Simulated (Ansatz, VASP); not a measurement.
## MgO2 in VASP and in Ansatz

```xyz
12
Lattice="4.7355 0.0000 0.0000 0.0000 4.7355 0.0000 0.0000 0.0000 4.7355" Properties=species:S:1:pos:R:3 pbc="T T T"
Mg    0.0000    2.3677    2.3677
Mg    2.3677    2.3677    0.0000
Mg    2.3677    0.0000    2.3677
Mg    0.0000    0.0000    0.0000
O     1.9422    0.4256    4.3099
O     0.4256    4.3099    1.9422
O     4.3099    1.9422    0.4256
O     2.7933    2.7933    2.7933
O     1.9422    1.9422    1.9422
O     0.4256    2.7933    4.3099
O     4.3099    0.4256    2.7933
O     2.7933    4.3099    0.4256
```

Alike in both runs: functional r2SCAN; k mesh 6 × 6 × 6; occupations gaussian, width 0.02 eV; no spin polarisation.

Ansatz relaxed the structure, and its values are those at the end. VASP's run is a single point on that final structure, the one shown.

|  | VASP | Ansatz |
| --- | --- | --- |
| version | VASP 6.6.1 | Ansatz 0.2.0 |
| potentials or method | VASP PAW PBE potentials, release 64 (Mg, O), cutoff 520 eV | scalar-relativistic, plane waves, PAW |
| valence electrons in the cell | 56 | 88 |

```csv
,VASP,Ansatz,Ansatz less VASP
gap on the k mesh at the Fermi level (eV),4.91,4.94,+0.037
least direct gap on the mesh (eV),5.06,5.10,+0.036
pressure (GPa),9.9,10.1,+0.18
rms of the force components (eV/Å),0.136,0.001,-0.1349
```

VASP's potentials were made for PBE, not for r2SCAN. One of these differences is far larger than is usual between the two programs; its cause wasn't traced. VASP's potentials hold 56 valence electrons a cell and Ansatz's 88, so a difference there can come from the potentials and not from the codes. Ansatz's warnings: stress scf threshold loose.
